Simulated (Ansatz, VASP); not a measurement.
## Two plane-wave programs on BaIrCl

```
CELL_PARAMETERS angstrom
4.63222 0.00000 0.00000
0.00000 4.63222 0.00000
0.00000 0.00000 7.56835
ATOMIC_POSITIONS crystal
Ba 0.00000 0.50000 0.27946
Ba 0.50000 0.00000 0.72054
Ir 0.00000 0.00000 0.00000
Ir 0.50000 0.50000 0.00000
Cl 0.00000 0.50000 0.66269
Cl 0.50000 0.00000 0.33731
```

Alike in both runs: functional PBE; k mesh 6 × 6 × 4; occupations gaussian, width 0.0115 eV; no spin polarisation.

Ansatz relaxed the structure, and its values are those at the end. VASP's run is a single point on that final structure, the one shown.

```csv
,VASP,Ansatz
version,VASP 6.6.1,Ansatz 0.2.0
potentials or method,"VASP PAW PBE potentials, release 64 (Ba_sv, Ir, Cl), cutoff 520 eV",PAW plane waves
valence electrons in the cell,52,68
```

Ansatz gave:

```
pressure (GPa)                     : -0.3
rms of the force components (eV/Å) : 0.000
```

Question: Estimate VASP's values.

Answer: Pressure (GPa): 0.8; rms of the force components (eV/Å): 0.054.

VASP's potentials hold 52 valence electrons a cell and Ansatz's 68, so a difference there can come from the potentials and not from the codes. Ansatz's warnings: stress scf threshold loose.

Neither program's run includes spin-orbit coupling.
